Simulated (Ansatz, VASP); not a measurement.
BeS3 in VASP and in Ansatz

```
Be S
1.0
     3.92818    0.00000    0.00000
     0.00000    3.92818    0.00000
     0.00000    0.00000    3.92818
Be S
1 3
Cartesian
  0.0000 0.0000 0.0000
  0.0000 1.9641 1.9641
  1.9641 0.0000 1.9641
  1.9641 1.9641 0.0000
```

Alike in both runs: functional PBE; k mesh 4 × 4 × 4; occupations gaussian, width 0.1 eV; no spin polarisation.

Ansatz relaxed the structure, and its values are those at the end. VASP's run is a single point on that final structure, the one shown.

```csv
,VASP,Ansatz
version,VASP 6.6.1,Ansatz 0.2.0
potentials or method,"VASP PAW PBE potentials, release 64 (Be, S), cutoff 520 eV","scalar-relativistic, plane waves, PAW"
valence electrons in the cell,20,20
```

Ansatz gave:

| Quantity | Value |
| --- | --- |
| gap on the k mesh at the Fermi level (eV) | none |
| pressure (GPa) | -0.1 |

Question: Which values does VASP return?

Answer: gap on the k mesh at the Fermi level (eV): none; pressure (GPa): -0.2.

A gap of «none» marks a metal or a gap that the smearing closes.

The k mesh is coarse, so the values compare programs but aren't converged.
